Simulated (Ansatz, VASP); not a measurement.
**Two plane-wave programs on NiO**

Contents of INCAR:

```
PREC = Accurate
ENCUT = 520
EDIFF = 1E-7
ISMEAR = 0
SIGMA = 0.05
LREAL = False
LASPH = True
NELM = 150
ALGO = Normal
ISIF = 2
LWAVE = False
LCHARG = True
ISPIN = 2
MAGMOM = 1.91 0.21
LORBIT = 11
LMAXMIX = 4
LDAU = True
LDAUTYPE = 2
LDAUL = 2 -1
LDAUU = 6.2 0
LDAUJ = 0 0
LDAUPRINT = 1
GGA = PE
LELF = True
LVHAR = True
NBANDS = 19
```

KPOINTS

```
Automatic mesh
0
Gamma
  10 10 10
```

File POSCAR:

```
NiO
1.0
    0.0000000000      2.1337902789      2.1337902789
    2.1337902789      0.0000000000      2.1337902789
    2.1337902789      2.1337902789      0.0000000000
Ni O
1 1
Direct
    0.0000000000      0.0000000000      0.0000000000
    0.5000000000      0.5000000000      0.5000000000
```

Input for Ansatz:

```yaml
crystal:
  lattice:
    - [0.0, 2.1337902789, 2.1337902789]
    - [2.1337902789, 0.0, 2.1337902789]
    - [2.1337902789, 2.1337902789, 0.0]
  atoms:
    - { symbol: Ni, position: [0.0, 0.0, 0.0], spin: 1.92 }
    - { symbol: O, position: [0.5, 0.5, 0.5] }
basis:
  ecutwfc: 420
  ecutrho_ratio: 4
kpoints:
  mp_grid: { grid: [10, 10, 10] }
hamiltonian:
  xc: pbe
  hubbard:
    sites:
      - { species: Ni, l: d, u_eff: 6.2, starting_ns: start.occupation_matrices }
    ns_hold: { iters: 6 }
scf:
  occupations: { method: gaussian, width: 0.05 }
  lower_state_search: "off"
output:
  forces: true
  stress: true
  eigenvalues: true
  populations: true
  hubbard: { sites: [{ species: Ni, l: d }] }
magnetization:
  spin_polarized: true
```

Alike in both runs: task single point; functional PBE; k mesh 10 × 10 × 10; occupations gaussian, width 0.05 eV; collinear spin; Hubbard terms Ni d U = 6.2 eV.

```csv
,VASP,Ansatz
version,VASP 6.6.1,Ansatz 0.2.0
potentials or method,"VASP PAW PBE potentials, release 64 (Ni, O), cutoff 520 eV","scalar-relativistic, plane waves, PAW"
valence electrons in the cell,16,24
```

|  | VASP | Ansatz | Ansatz less VASP |
| --- | --- | --- | --- |
| gap on the k mesh at the Fermi level (eV) | 2.36 | 1.94 | -0.423 |
| least direct gap on the mesh (eV) | 3.14 | 2.89 | -0.251 |
| pressure (GPa) | -8.2 | 0.0 | +8.23 |
| net moment per atom (μB) | 1.00 | 1.00 | 0.000 |
| size of the moment on the site where the two differ most (μB) | 1.83 | 1.74 | -0.090 |

Site moments also hang on the region over which each program counts them. The programs project onto different local orbitals, so the same U acts differently, and such runs can settle in different states. VASP's potentials hold 16 valence electrons a cell and Ansatz's 24, so a difference there can come from the potentials and not from the codes. Ansatz's warnings: stability check not made.
